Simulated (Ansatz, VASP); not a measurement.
# CoO in VASP and in Ansatz

```
Co O
1.0
     0.00000    2.13150    2.13150
     2.13150    0.00000    2.13150
     2.13150    2.13150    0.00000
Co O
1 1
Direct
  0.00000 0.00000 0.00000
  0.50000 0.50000 0.50000
```

Alike in both runs: task relaxation of cell and atoms; functional RPBE; dispersion D4; k mesh 11 × 11 × 11; occupations fermi-dirac, width 0.05 eV; collinear spin.

|  | VASP | Ansatz |
| --- | --- | --- |
| version | VASP 6.6.1 | Ansatz 0.2.0 |
| potentials or method | VASP PAW PBE potentials, release 64 (Co, O), cutoff 600 eV | all-electron LAPW, scalar-relativistic |

Ansatz gave:

| Quantity | Value |
| --- | --- |
| net moment per atom (μB) | 1.46 |
| size of the moment on the site where the two differ most (μB) | 2.58 |
| relaxed volume (Å³/atom) | 9.53 |
| relaxed cell length with the largest relative difference (Å) | 2.998 |

Q: What did VASP give for the same quantities?

A: net moment per atom (μB): 1.44; size of the moment on the site where the two differ most (μB): 2.55; relaxed volume (Å³/atom): 9.49; relaxed cell length with the largest relative difference (Å): 2.994.

VASP's potentials were made for PBE, not for RPBE. Site moments also hang on the region over which each program counts them. Ansatz ran all-electron here, and VASP with PAW potentials.
